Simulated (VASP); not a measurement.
Here is a VASP 6.6.1 calculation.

File INCAR:

```
SYSTEM = Sb
PREC     = Accurate       ! precision mode
ENCUT    = 520            ! plane-wave cutoff, eV
EDIFF    = 1E-6           ! SCF threshold, eV
ISMEAR   = -1             ! smearing method
SIGMA    = 0.05           ! smearing width, eV
LREAL    = .False.        ! projectors in reciprocal space
LASPH    = .True.         ! aspherical terms in the spheres
NELM     = 80             ! most SCF steps
ALGO     = Normal         ! electronic algorithm
ISIF     = 2              ! what is computed and relaxed
LWAVE    = .False.        ! write WAVECAR
LCHARG   = .False.        ! write CHGCAR
GGA      = CA             ! functional
NBANDS   = 18             ! bands
```

KPOINTS

```
Automatic mesh
0
Gamma
  6 6 4
  0 0 0
```

POSCAR

```
Sb
1.0
    4.4973118361      0.0000000000      0.0000000000
    0.0000000000      4.3914272939      0.0000000000
   -1.3116561893      0.0000000000      6.3216329680
Sb
4
Direct
    0.3399300000      0.2500000000      0.6836700000
    0.9366380000      0.7500000000      0.7627580000
    0.0633620000      0.2500000000      0.2372420000
    0.6600700000      0.7500000000      0.3163300000
```

Potentials or basis: VASP PAW LDA potentials, release 64 (Sb).

The run is started by

```console
$ cat potpaw_LDA.64/Sb/POTCAR > POTCAR
$ mpirun -np 1 vasp_std > vasp.out
```

Task: Predict the largest force.

Result: 0.115 eV/Å.

Task: What does it give for the band gap on the k mesh?

Result: Zero (band 10 reaches 6.74 eV, above the bottom of band 11 at 6.17 eV).

Task: Estimate the pressure.

Result: -2.3 GPa.

Stress tensor (GPa, compression positive):
```
-2.37  0.00  0.41
 0.00 -2.78  0.00
 0.41  0.00 -1.78
```

Caveat: spin-orbit coupling is left out, which moves the levels of the heavy elements.
